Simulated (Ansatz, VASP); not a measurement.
One calculation of TaRu, two programs

```
CELL_PARAMETERS angstrom
2.99068 0.00000 0.00000
0.00000 2.99068 0.00000
0.00000 0.00000 3.31982
ATOMIC_POSITIONS crystal
Ta 0.50000 0.50000 0.50000
Ru 0.00000 0.00000 0.00000
```

Change from the starting cell: volume scaled by 0.94.

Alike in both runs: task single point; functional LDA; k mesh 11 × 11 × 10; occupations fermi-dirac, width 0.05 eV; no spin polarisation.

|  | VASP | Ansatz |
| --- | --- | --- |
| version | VASP 6.6.1 | Ansatz 0.2.0 |
| potentials or method | VASP PAW LDA potentials, release 64 (Ta_pv, Ru_pv), cutoff 520 eV | all-electron LAPW, scalar-relativistic |

VASP gave:

```
pressure (GPa)                                                : 7.8
traceless stress, the component that is largest in VASP (GPa) : 0.14
```

What did Ansatz give for the same quantities?

Pressure (GPa): 6.7; traceless stress, the component that is largest in VASP (GPa): 0.25.

LDA's correlation is that of Perdew and Zunger in VASP and of Perdew and Wang (1992) in Ansatz. Ansatz ran all-electron here, and VASP with PAW potentials.

Neither program's run includes spin-orbit coupling.
